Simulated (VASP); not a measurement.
# Ta (P1) in VASP: a series of runs, part 2 of 2

VASP 6.6.1. The steps go on from the part before.

## Step 4: Single point, LDA

INCAR

```
SYSTEM = Ta
  PREC = Accurate
  ENCUT = 520
  EDIFF = 1E-7
  ISMEAR = -1
  SIGMA = 0.17
  LREAL = Auto
  LASPH = .True.
  NELM = 100
  ALGO = Normal
  ISIF = 2
  LWAVE = .False.
  LCHARG = .False.
  GGA = CA
  NBANDS = 102
```

KPOINTS

```
Automatic mesh
0
Gamma
  2 2 2
  0 0 0
```

POSCAR

```
Ta
1.0
    6.9357050000      0.0000000000      0.0000000000
    0.0000000000      6.9357050000      0.0000000000
    0.0000000000      0.0000000000      6.9357050000
Ta
16
Direct
   -0.0410340405     -0.0145623264     -0.0171720106
    0.4776875602     -0.0284902544      0.0034026822
    0.0148651074      0.4891932399      0.0418558748
   -0.0306673943     -0.0186859159      0.5052117989
    0.2424699436      0.2416048549      0.2356501610
    0.4723672648      0.5035969667      0.0275242387
    0.4834980727     -0.0316478282      0.4906494725
    0.7515169691      0.2243174991      0.2583154849
   -0.0338393862      0.4958544229      0.5082540275
    0.2639673977      0.7546024521      0.2966677504
    0.2571043607      0.2595698635      0.7198979772
    0.5323179114      0.4880974609      0.5087298263
    0.7411647410      0.7284911916      0.2341650921
    0.7020483138      0.2458293713      0.7572553908
    0.2170074996      0.7594757851      0.7561019392
    0.7013129884      0.7582502428      0.7618115246
```

Potentials or basis: VASP PAW LDA potentials, release 64 (Ta_pv).

The run is started by

```bash
cat potpaw_LDA.64/Ta_pv/POTCAR > POTCAR
mpirun -np 1 vasp_std > vasp.out
```

OUTCAR:

```text
SYSTEM = Ta
   PREC = Accurate
   ENCUT = 520
   EDIFF = 1E-7
   ISMEAR = -1
   LREAL = Auto
   LASPH = .True.
   NELM = 100
   ISIF = 2
   GGA = CA

 ion  position               nearest neighbor table
   1  0.959  0.985  0.983-  16 2.83  15 2.85   8 2.91  13 2.91  14 2.98   5 3.18   4 3.31   2 3.34
                            11 3.35  10 3.43   3 3.49   3 3.54   2 3.60
   2  0.478  0.972  0.003-  16 2.72  15 2.89  10 2.93  13 2.96   5 2.96  14 2.99   8 3.13  11 3.19
                             6 3.25   1 3.34   7 3.38   7 3.56   1 3.60
   3  0.015  0.489  0.042-   5 2.69  13 2.85   8 2.99  15 3.07  10 3.08   6 3.18  11 3.22   9 3.25
                            14 3.38  16 3.46   1 3.49   1 3.54
   4  0.969  0.981  0.505-   8 2.84  15 2.89  10 2.96  16 3.00  13 3.02  14 3.14  11 3.15   5 3.22
                             1 3.31   9 3.37   7 3.37   7 3.57   9 3.57
   5  0.242  0.242  0.236-   3 2.69   6 2.82   2 2.96   7 3.08   1 3.18   4 3.22   9 3.22  12 3.25
                            11 3.36  10 3.41   8 3.41   8 3.54  11 3.58  10 3.59
   6  0.472  0.504  0.028-   5 2.82  13 2.82  10 2.93  16 3.01  14 3.04  11 3.11  15 3.14   8 3.17
                             3 3.18   2 3.25  12 3.37
   7  0.483  0.968  0.491-  10 2.52  16 2.82  15 2.98  11 3.01  13 3.02   8 3.03  14 3.07   5 3.08
                            12 3.35   4 3.37   2 3.38   2 3.56   4 3.57
   8  0.752  0.224  0.258-   4 2.84   1 2.91  12 2.95   9 2.96   3 2.99   7 3.03   2 3.13   6 3.17
                             5 3.41  13 3.44  14 3.48  14 3.50  13 3.50   5 3.54
   9  0.966  0.496  0.508-  13 2.94   8 2.96  11 2.99  12 3.01  15 3.05  14 3.06  10 3.10  16 3.13
                             5 3.22   3 3.25   4 3.37   4 3.57
  10  0.264  0.755  0.297-   7 2.52   2 2.93   6 2.93   4 2.96  12 3.01   3 3.08   9 3.10  15 3.20
                            13 3.34   5 3.41   1 3.43   5 3.59
  11  0.257  0.260  0.720-  12 2.88   9 2.99   7 3.01  14 3.10   6 3.11   4 3.15   2 3.19   3 3.22
                             1 3.35   5 3.36  15 3.49  15 3.49   5 3.58
  12  0.532  0.488  0.509-  14 2.68  16 2.82  11 2.88  13 2.92   8 2.95  10 3.01   9 3.01   5 3.25
                             7 3.35  15 3.36   6 3.37
  13  0.741  0.728  0.234-   6 2.82   3 2.85   1 2.91  12 2.92   9 2.94   2 2.96   4 3.02   7 3.02
                            16 3.29  10 3.34   8 3.44   8 3.50
  14  0.702  0.246  0.757-  12 2.68   1 2.98   2 2.99   6 3.04   9 3.06   7 3.07  11 3.10   4 3.14
                            16 3.38   3 3.38   8 3.48   8 3.50  16 3.55
  15  0.217  0.759  0.756-   1 2.85   4 2.89   2 2.89   7 2.98   9 3.05   3 3.07   6 3.14  10 3.20
                            12 3.36  16 3.36  11 3.49  11 3.49  16 3.58
[... 189 lines left out ...]
 Free energy of the ion-electron system (eV)
  ---------------------------------------------------
  ext. energy  EPLUGINS =         0.00000000
  ---------------------------------------------------
  free energy    TOTEN  =      -198.85301092 eV

  energy without entropy =     -197.10740973  energy(sigma->0) =     -197.98021033

 E-fermi :   4.3939     XC(G=0): -12.0354

 val. band max:        4.3852924833   @ k =   0.5000   0.0000   0.5000
 cond. band min:       4.3971741413   @ k =   0.0000   0.5000   0.0000
 fundamental gap:      0.0118816579
 Fermi energy:         4.3938756875

 k-point     1 :       0.0000    0.0000    0.0000
  band No.  band energies     occupation
      1     -30.0733      2.00000
      2     -30.0342      2.00000
      3     -30.0038      2.00000
      4     -29.9749      2.00000
      5     -29.9614      2.00000
      6     -29.9415      2.00000
[... 813 lines left out ...]
     99       6.6162      0.00000
    100       6.8506      0.00000
 [bands above 100 left out]

------------------------ aborting loop because EDIFF is reached ----------------------------------------

  FORCE on cell =-STRESS in cart. coord.  units (eV):
  Direction    XX          YY          ZZ          XY          YZ          ZX
  --------------------------------------------------------------------------------------
  -------------------------------------------------------------------------------------
  Total      -50.9649571    -50.5200999    -51.2693124     -0.0711701      0.3578098      1.8224026
  in kB     -244.7430722   -242.6067862   -246.2046418     -0.3417720      1.7182684      8.7515116
  external PRESSURE =    -244.5181668 kB  Pullay stress =       0.0000000 kB

 VOLUME and BASIS-vectors are now :
 -----------------------------------------------------------------------------
  energy-cutoff  :      520.00
  volume of cell :      333.64
      direct lattice vectors                 reciprocal lattice vectors
     6.935705000  0.000000000  0.000000000     0.144181449  0.000000000  0.000000000
     0.000000000  6.935705000  0.000000000     0.000000000  0.144181449  0.000000000
     0.000000000  0.000000000  6.935705000     0.000000000  0.000000000  0.144181449

 POSITION                                       TOTAL-FORCE (eV/Angst)
 -----------------------------------------------------------------------------------
      6.65111      6.83470      6.81661         0.807470      0.636395      0.588239
      3.31310      6.73811      0.02360        -0.249647      1.159539     -0.041148
      0.10310      3.39290      0.29030        -0.657866      0.306907     -1.164245
      6.72301      6.80610      3.50400         0.424005      0.519063      0.147870
      1.68170      1.67570      1.63440        -0.058558     -0.675434      1.300142
      3.27620      3.49280      0.19090         0.358323     -0.566738     -0.916395
[... 8 lines left out ...]
      1.50510      5.26750      5.24410         0.406288     -0.630819     -0.269297
      4.86410      5.25900      5.28370         1.496083     -0.922823      0.134076
 -----------------------------------------------------------------------------------
    total drift:                               -0.004802      0.003537     -0.000270

  FREE ENERGIE OF THE ION-ELECTRON SYSTEM (eV)
  ---------------------------------------------------
  free  energy   TOTEN  =      -198.8530109217 eV

  energy  without entropy=     -197.1074097290  energy(sigma->0) =     -197.98021033
```

OSZICAR:

```text
N       E                     dE             d eps       ncg     rms          rms(c)
DAV:   1     0.186166305761E+04    0.18617E+04   -0.96802E+04  1632   0.176E+03
DAV:   2    -0.953474349738E+02   -0.19570E+04   -0.19105E+04  1716   0.528E+02
DAV:   3    -0.203522084048E+03   -0.10817E+03   -0.10172E+03  2104   0.996E+01
[... 11 lines left out ...]
DAV:  15    -0.198853013894E+03    0.23793E-05   -0.11290E-04  2080   0.508E-02    0.235E-02
DAV:  16    -0.198853011736E+03    0.21582E-05   -0.29034E-05  2048   0.264E-02    0.101E-02
DAV:  17    -0.198853011048E+03    0.68801E-06   -0.83452E-06  2088   0.135E-02    0.469E-03
DAV:  18    -0.198853010959E+03    0.88869E-07   -0.17444E-06  2104   0.623E-03    0.198E-03
DAV:  19    -0.198853010922E+03    0.37551E-07   -0.47833E-07  1408   0.328E-03
   1 F= -.19885301E+03 E0= -.19798021E+03  d E =-.174560E+01
```

Wall time 11 min (1 thread of Intel Xeon Platinum 8259CL at 2.50GHz (Skylake/Cascade Lake), shared host); peak memory 0.41 GiB.

What came out:

```
Free energy            : -198.8530 eV
Pressure               : -24.5 GPa
Largest force          : 3.506 eV/Å
Band gap on the k mesh : zero (band 88 reaches 5.02 eV, above the bottom of band 89 at 3.85 eV)
```

Forces on the atoms (eV/Å):
```
Ta   0.807  0.636  0.588
Ta  -0.250  1.160 -0.041
Ta  -0.658  0.307 -1.164
Ta   0.424  0.519  0.148
Ta  -0.059 -0.675  1.300
Ta   0.358 -0.567 -0.916
Ta   0.814  2.093  1.166
Ta  -0.313  0.415 -0.664
Ta   0.795 -0.309 -0.034
Ta  -2.104 -1.761 -2.182
Ta  -0.891 -0.398  1.130
Ta  -1.803  0.341 -0.556
Ta  -0.025  0.555  1.298
Ta   1.001 -0.763  0.063
Ta   0.406 -0.631 -0.269
Ta   1.496 -0.923  0.134
```

Caveat: the k points lie up to 0.45 Å⁻¹ apart; spin-orbit coupling is left out, which moves the levels of the heavy elements; forces of over 1 eV/Å act on the atoms, so gaps and moduli don't describe the material at rest.
